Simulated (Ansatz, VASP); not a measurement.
# Two plane-wave programs on AlNi

INCAR

```
PREC = Accurate ; ENCUT = 520
EDIFF = 1E-6 ; ISMEAR = 0
SIGMA = 0.15 ; LREAL = F
LASPH = T ; NELM = 100
ALGO = Fast ; ISIF = 2
LWAVE = F ; LCHARG = F
GGA = PS ; NBANDS = 14
```

KPOINTS

```
regular mesh
0
Gamma
  16 16 16
```

The input POSCAR:

```
AlNi
1.0
    1.9470216155     -1.9469698762      0.0000000000
    2.0953737269      2.0953259299      0.0000000000
    0.0000000000      0.0000000000      2.8688666979
Al Ni
1 1
Direct
    0.0000000000      0.0000000000      0.0000000000
    0.5000000000      0.5000000000      0.5000000000
```

Input for Ansatz:

```yaml
crystal:
  lattice:
    - [1.9470216155, -1.9469698762, 0.0]
    - [2.0953737269, 2.0953259299, 0.0]
    - [0.0, 0.0, 2.8688666979]
  atoms:
    - { symbol: Al, position: [0.0, 0.0, 0.0] }
    - { symbol: Ni, position: [0.5, 0.5, 0.5] }
basis:
  ecutwfc: 520.0
kpoints:
  mp_grid: { grid: [16, 16, 16] }
hamiltonian:
  xc: pbesol
  pseudopotentials: { kind: paw, azcp: { folder: soft_1 } }
scf:
  occupations: { method: gaussian, width: 0.15 }
output:
  forces: true
  stress: true
  eigenvalues: true
```

Change from the starting cell: normal strain along x -0.0367, normal strain along y +0.0367.

Alike in both runs: task single point; functional PBEsol; k mesh 16 × 16 × 16; occupations gaussian, width 0.15 eV; no spin polarisation.

|  | VASP | Ansatz |
| --- | --- | --- |
| version | VASP 6.6.1 | Ansatz 0.2.0 |
| potentials or method | VASP PAW PBE potentials, release 64 (Al, Ni), cutoff 520 eV | scalar-relativistic, plane waves, PAW |
| valence electrons in the cell | 13 | 21 |

VASP gave:

```
gap on the k mesh at the Fermi level (eV)                     : none
pressure (GPa)                                                : 1.0
traceless stress, the component that is largest in VASP (GPa) : -3.09
```

**Question.** Estimate Ansatz's values.

**Answer.** gap on the k mesh at the Fermi level (eV): none; pressure (GPa): 0.5; traceless stress, the component that is largest in VASP (GPa): -3.02.

VASP's potentials were made for PBE, not for PBEsol, and Ansatz warns of the same on its side. A gap of «none» marks a metal or a gap that the smearing closes. VASP's potentials hold 13 valence electrons a cell and Ansatz's 21, so a difference there can come from the potentials and not from the codes. Ansatz's warnings: near symmetry operations not taken.
